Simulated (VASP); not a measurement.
# Al (P-1) in VASP: single point with PBE

Aim: the single point of Al with PBE.

Everything below comes from runs of VASP 6.6.1. Logs are shortened: lines on timing, memory, paths and dates and some standing lists are left out, and cuts for length are marked.

## Step 1: The cell of the first run

The typed cell holds 6 atoms: a = 2.862 Å, b = 2.862 Å, c = 14.031 Å, α = 88.05°, β = 89.03°, γ = 60.00°.

## Step 2: Single point, PBE (layers slid over each other)

INCAR reads:

```
PREC = Accurate
ENCUT = 520
EDIFF = 1E-7
ISMEAR = 0
SIGMA = 0.15
LREAL = F
LASPH = T
NELM = 80
ALGO = Fast
ISIF = 2
LWAVE = F
LCHARG = T
GGA = PE
LELF = T
LVHAR = T
NBANDS = 18
```

KPOINTS reads:

```
regular mesh
0
Gamma
  19 19 4
```

POSCAR reads:

```
Al
1.0
    2.0239800000     -2.0239800000      0.0000000000
    2.0239800000      0.0000000000     -2.0239800000
    8.4332500000      8.0959200000      7.7585900000
Al
6
Direct
    0.6666666667      0.6527805556      0.0833166667
    0.0000000000     -0.1527750000      0.9166500000
    0.3333333333      0.2916694444      0.2499833333
    0.6666666667      0.5694472222      0.5833166667
    0.0000000000     -0.0694416667      0.4166500000
    0.3333333333      0.2083361111      0.7499833333
```

Potentials or basis: VASP PAW PBE potentials, release 64 (Al).

Command:

```
$ cat potpaw_PBE.64/Al/POTCAR > POTCAR
$ mpirun -np 1 vasp_std > vasp.out
```

OUTCAR:

```text
PREC = Accurate
   ENCUT = 520
   EDIFF = 1E-7
   ISMEAR = 0
   LREAL = F
   LASPH = T
   NELM = 80
   ISIF = 2
   GGA = PE

 ion  position               nearest neighbor table
   1  0.667  0.653  0.083-   2 2.66   3 2.86   3 2.86   3 2.86   2 2.90   2 3.13
   2  0.000  0.847  0.917-   1 2.66   6 2.86   6 2.86   6 2.86   1 2.90   1 3.13
   3  0.333  0.292  0.250-   1 2.86   1 2.86   1 2.86   5 2.86   5 2.86   5 2.86
   4  0.667  0.569  0.583-   6 2.86   6 2.86   6 2.86   5 2.86   5 2.86   5 2.86
   5  0.000  0.931  0.417-   3 2.86   4 2.86   3 2.86   4 2.86   3 2.86   4 2.86
   6  0.333  0.208  0.750-   4 2.86   4 2.86   4 2.86   2 2.86   2 2.86   2 2.86

  LATTYP: Found a base centered monoclinic cell.
 ALAT       =     2.8623399660
 B/A-ratio  =     1.7320508076
 C/A-ratio  =     4.9018137233
 COS(beta)  =    -0.0340010200

  Lattice vectors:

 A1 = (  -2.0239800000,   2.0239800000,  -0.0000000000)
 A2 = (   0.0000000000,  -2.0239800000,   2.0239800000)
 A3 = (   8.4332500000,   8.0959200000,   7.7585900000)

Analysis of symmetry for initial positions (statically):
=====================================================================
 Subroutine PRICEL returns:
 Original cell was already a primitive cell.

 Routine SETGRP: Setting up the symmetry group for a
 base centered monoclinic supercell.

 Subroutine GETGRP returns: Found  2 space group operations
 (whereof  1 operations were pure point group operations)
 out of a pool of  4 trial point group operations.

The static configuration has the point symmetry C_1 .
 The point group associated with its full space group is S_2 .

Analysis of symmetry for dynamics (positions and initial velocities):
=====================================================================
 Subroutine PRICEL returns:
 Original cell was already a primitive cell.

 Routine SETGRP: Setting up the symmetry group for a
 base centered monoclinic supercell.

 Subroutine GETGRP returns: Found  2 space group operations
 (whereof  1 operations were pure point group operations)
 out of a pool of  4 trial point group operations.

The dynamic configuration has the point symmetry C_1 .
 The point group associated with its full space group is S_2 .

 Subroutine INISYM returns: Found  2 space group operations
 (whereof  1 operations are pure point group operations),
 and found     1 'primitive' translations

----------------------------------------------------------------------------------------

                                     Primitive cell

  volume of cell :      99.4947

  direct lattice vectors                    reciprocal lattice vectors
     2.023980000 -2.023980000  0.000000000     0.164692009 -0.329384019  0.164692009
     2.023980000  0.000000000 -2.023980000     0.157829842  0.157829842 -0.336246186
     8.433250000  8.095920000  7.758590000     0.041173002  0.041173002  0.041173002

  length of vectors
     2.862339966  2.862339966 14.030657326     0.403411388  0.403586442  0.071313732

  position of ions in fractional coordinates (direct lattice)
     0.666666667  0.652780556  0.083316667
     1.000000000  0.847225000  0.916650000
     0.333333333  0.291669444  0.249983333
     0.666666667  0.569447222  0.583316667
     1.000000000  0.930558333  0.416650000
     0.333333333  0.208336111  0.749983333

  ion indices of the primitive-cell ions
   primitive index   ion index
                 1           1
                 2           2
                 3           3
                 4           4
                 5           5
                 6           6

----------------------------------------------------------------------------------------

 KPOINTS: regular mesh

Automatic generation of k-mesh.
 Grid dimensions read from file:
 generate k-points for:   19   19    4

 Generating k-lattice:

  Cartesian coordinates                     Fractional coordinates (reciprocal lattice)
     0.008668000 -0.017336001  0.008668000     0.052631579  0.000000000  0.000000000
     0.008306834  0.008306834 -0.017697168     0.000000000  0.052631579  0.000000000
     0.010293251  0.010293251  0.010293251     0.000000000  0.000000000  0.250000000

  Length of vectors
     0.021232178  0.021241392  0.017828433

  Shift w.r.t. Gamma in fractional coordinates (k-lattice)
     0.000000000  0.000000000  0.000000000

 Subroutine IBZKPT returns following result:
 ===========================================

 Found    723 irreducible k-points:

 Following reciprocal coordinates:
            Coordinates               Weight
  0.000000  0.000000  0.000000      1.000000
  0.052632  0.000000  0.000000      2.000000
  0.105263  0.000000  0.000000      2.000000
  0.157895  0.000000 -0.000000      2.000000
  0.210526  0.000000  0.000000      2.000000
  0.263158  0.000000  0.000000      2.000000
[... 16 lines left out ...]
  0.368421  0.052632  0.000000      2.000000
  0.315789 -0.052632  0.000000      2.000000
 [... further k-points ...]
   k-points           NKPTS =    723   k-points in BZ     NKDIM =    723   number of bands    NBANDS=     18
   number of dos      NEDOS =    301   number of ions     NIONS =      6
   total plane-waves  NPLWV =  62208
   dimension x,y,z NGX =    24 NGY =   24 NGZ =  108
   dimension x,y,z NGXF=    48 NGYF=   48 NGZF=  216
   ions per type =               6
   NGX,Y,Z   is equivalent  to a cutoff of  13.94, 13.94, 12.80 a.u.
   NGXF,Y,Z  is equivalent  to a cutoff of  27.88, 27.88, 25.59 a.u.
 SYSTEM =  unknown system
   PREC   = accura    normal or accurate (medium, high low for compatibility)
   ISTART =      0    job   : 0-new  1-cont  2-samecut
   ICHARG =      2    charge: 1-file 2-atom 10-const
   ISPIN  =      1    spin polarized calculation?
   LNONCOLLINEAR =      F non collinear calculations
   LSORBIT =      F    spin-orbit coupling
   LASPH  =      T    aspherical Exc in radial PAW
   ENCUT  =  520.0 eV  38.22 Ry    6.18 a.u.   5.32  5.32 26.09*2*pi/ulx,y,z
   NELM   =     80;   NELMIN=  2; NELMDL= -5     # of ELM steps
   EDIFF  = 0.1E-06   stopping-criterion for ELM
   LREAL  =      F    real-space projection
   EDIFFG = 0.1E-05   stopping-criterion for IOM
   NSW    =      0    number of steps for IOM
   IBRION =     -1    ionic relax: 0-MD 1-quasi-New 2-CG
   NFREE  =      0    steps in history (QN), initial steepest desc. (CG)
   ISIF   =      2    stress and relaxation
   ISYM   =      2    0-nonsym 1-usesym 2-fastsym
   POTIM  = 0.5000    time-step for ionic-motion
   TEBEG  =    0.0;   TEEND  =   0.0 temperature during run
   PSTRESS=    0.0 pullay stress
   NELECT =      18.0000    total number of electrons
   NUPDOWN=      -1.0000    fix difference up-down
   EMIN   =  10.00;   EMAX   =-10.00  energy-range for DOS
   EFERMI =   0.00;   METHOD = LEGACY
   ISMEAR =     0;   SIGMA  =   0.15  broadening in eV -4-tet -1-fermi 0-gaus
   EFERMI_NEDOS =   21; number of points for ismear=-14 and -15
   IALGO  =     68    algorithm
   IMIX   =      4    mixing-type and parameters
     AMIX     =   0.40;   BMIX     =  1.00
     AMIX_MAG =   1.60;   BMIX_MAG =  1.00
  volume/ion in A,a.u.               =      16.58       111.90
  Fermi-wavevector in a.u.,A,eV,Ry     =   0.925903  1.749704 11.664236  0.857297
  Thomas-Fermi vector in A             =   2.051808
   LORBIT       =      0    0 simple, 1 ext, 2 COOP (PROOUT), +10 PAW based schemes
   GGA     = PE    functional components
   LHFCALC =     F    Hartree Fock is set to
   AEXX    =    0.0000 exact exchange contribution
   IVDW    =     0    specifies the selected vdW correction
   LEPSILON=     F    determine dielectric tensor
   LRPA    =     F    only Hartree local field effects (RPA)
 non-spin polarized calculation
 RMM-DIIS sequential band-by-band and
 Gauss-broadening in eV      SIGMA  =   0.15
  energy-cutoff  :      520.00
  volume of cell :       99.49
 maximum number of plane-waves:      2706
 NGX is ok and might be reduce to    24
   NGX = 11   NGY = 11   NGZ = 53

 number of electron      18.0000000 magnetization

 Free energy of the ion-electron system (eV)
  ---------------------------------------------------
  ext. energy  EPLUGINS =         0.00000000
  ---------------------------------------------------
  free energy    TOTEN  =       -22.42521220 eV

  energy without entropy =      -22.39479786  energy(sigma->0) =      -22.41000503

 E-fermi :   7.9540     XC(G=0): -10.1777

 val. band max:        7.9525917379   @ k =   0.2105  -0.3684   0.5000
 cond. band min:       7.9551635017   @ k =  -0.3158  -0.3158   0.5000
 fundamental gap:      0.0025717638
 Fermi energy:         7.9539947066

 k-point     1 :       0.0000    0.0000    0.0000
  band No.  band energies     occupation
      1      -3.1529      2.00000
      2      -2.4044      2.00000
      3      -2.3994      2.00000
      4      -0.1731      2.00000
      5      -0.1722      2.00000
      6       3.3708      2.00000
[... 10 lines left out ...]
     17      19.1691      0.00000
     18      19.2815      0.00000

 k-point     2 :       0.0526    0.0000    0.0000
  band No.  band energies     occupation
      1      -3.0861      2.00000
      2      -2.3381      2.00000
      3      -2.3330      2.00000
      4      -0.1078      2.00000
      5      -0.1069      2.00000
      6       3.4325      2.00000
[... 10 lines left out ...]
     17      18.4042      0.00000
     18      19.0024      0.00000

 k-point     3 :       0.1053    0.0000    0.0000
  band No.  band energies     occupation
      1      -2.8862      2.00000
      2      -2.1391      2.00000
      3      -2.1341      2.00000
      4       0.0879      2.00000
      5       0.0889      2.00000
      6       3.6176      2.00000
[... 10 lines left out ...]
     17      17.4524      0.00000
     18      17.5556      0.00000

 k-point     4 :       0.1579    0.0000   -0.0000
  band No.  band energies     occupation
      1      -2.5535      2.00000
      2      -1.8081      2.00000
      3      -1.8032      2.00000
      4       0.4135      2.00000
      5       0.4147      2.00000
      6       3.9258      2.00000
[... 10 lines left out ...]
     17      16.0224      0.00000
     18      16.4742      0.00000

 k-point     5 :       0.2105    0.0000    0.0000
  band No.  band energies     occupation
      1      -2.0890      2.00000
      2      -1.3461      2.00000
      3      -1.3412      2.00000
      4       0.8675      2.00000
      5       0.8695      2.00000
      6       4.3565      2.00000
[... 10 lines left out ...]
     17      15.6667      0.00000
     18      15.7878      0.00000

 k-point     6 :       0.2632    0.0000    0.0000
  band No.  band energies     occupation
      1      -1.4941      2.00000
      2      -0.7543      2.00000
      3      -0.7495      2.00000
      4       1.4482      2.00000
      5       1.4522      2.00000
      6       4.9071      2.00000
[... 307 lines left out ...]
 k-point    21 :       0.3158    0.0526    0.0000
  band No.  band energies     occupation
      1      -1.0988      2.00000
      2      -0.3715      2.00000
      3      -0.3460      2.00000
      4       1.8138      2.00000
      5       1.8587      2.00000
      6       5.2725      2.00000
[... 10 lines left out ...]
     17      13.8666      0.00000
     18      14.8290      0.00000

 k-point    22 :       0.2632   -0.0526   -0.0000
  band No.  band energies     occupation
      1      -1.0989      2.00000
      2      -0.3723      2.00000
      3      -0.3452      2.00000
      4       1.8082      2.00000
      5       1.8645      2.00000
      6       5.2593      2.00000
[... 10 lines left out ...]
     17      14.2842      0.00000
     18      14.6467      0.00000

 k-point    23 :       0.3684    0.0526    0.0000
  band No.  band energies     occupation
      1      -0.3116      2.00000
      2       0.4120      2.00000
      3       0.4361      2.00000
      4       2.5846      2.00000
      5       2.6220      2.00000
      6       5.9636      2.00000
[... 10 lines left out ...]
     17      13.3336      0.00000
     18      13.5027      0.00000

 k-point    24 :       0.3158   -0.0526    0.0000
  band No.  band energies     occupation
      1      -0.3117      2.00000
      2       0.4100      2.00000
      3       0.4380      2.00000
      4       2.5722      2.00000
      5       2.6349      2.00000
      6       5.9228      2.00000
[... 10 lines left out ...]
     17      13.3009      0.00000
     18      13.8876      0.00000

 [... further k-points ...]

------------------------ aborting loop because EDIFF is reached ----------------------------------------

  FORCE on cell =-STRESS in cart. coord.  units (eV):
  Direction    XX          YY          ZZ          XY          YZ          ZX
  --------------------------------------------------------------------------------------
  -------------------------------------------------------------------------------------
  Total       -0.4958102      0.1621306      0.1331176     -0.0148977      0.4533787      0.0619582
  in kB       -7.9841025      2.6108131      2.1436123     -0.2398993      7.3008224      0.9977223
  external PRESSURE =      -1.0765590 kB  Pullay stress =       0.0000000 kB

 VOLUME and BASIS-vectors are now :
 -----------------------------------------------------------------------------
  energy-cutoff  :      520.00
  volume of cell :       99.49
      direct lattice vectors                 reciprocal lattice vectors
     2.023980000 -2.023980000  0.000000000     0.164692009 -0.329384019  0.164692009
     2.023980000  0.000000000 -2.023980000     0.157829842  0.157829842 -0.336246186
     8.433250000  8.095920000  7.758590000     0.041173002  0.041173002  0.041173002

 POSITION                                       TOTAL-FORCE (eV/Angst)
 -----------------------------------------------------------------------------------
      3.37317     -0.67479     -0.67479        -0.073888      0.215133      0.226581
      9.44511      7.42113      5.39715         0.073888     -0.215133     -0.226581
      3.37317      1.34919      1.34919        -0.003449     -0.002999      0.016310
      7.42113      3.37317      3.37317        -0.007516      0.004609      0.011063
      5.39715      3.37317      1.34919         0.007516     -0.004609     -0.011063
      7.42113      5.39715      5.39715         0.003449      0.002999     -0.016310
 -----------------------------------------------------------------------------------
    total drift:                               -0.000000     -0.000000     -0.000000

  FREE ENERGIE OF THE ION-ELECTRON SYSTEM (eV)
  ---------------------------------------------------
  free  energy   TOTEN  =       -22.4252122014 eV

  energy  without entropy=      -22.3947978613  energy(sigma->0) =      -22.41000503
```

Run time: 20 min. Hardware: 1 thread of Intel Xeon Platinum 8259CL at 2.50GHz (Skylake/Cascade Lake), shared host; peak memory 0.93 GiB.

What came out:

| Quantity | Value |
| --- | --- |
| Free energy | -22.4252 eV |
| Pressure | -0.1 GPa |
| Largest force | 0.321 eV/Å |
| Band gap on the k mesh | zero (bands 9 and 10 overlap by 5.76 eV) |

Forces in eV/Å, atoms in the order of the input:
```
Al  -0.074  0.215  0.227
Al   0.074 -0.215 -0.227
Al  -0.003 -0.003  0.016
Al  -0.008  0.005  0.011
Al   0.008 -0.005 -0.011
Al   0.003  0.003 -0.016
```

Caveat: the cell differs from its parent crystal (layers slid over each other).
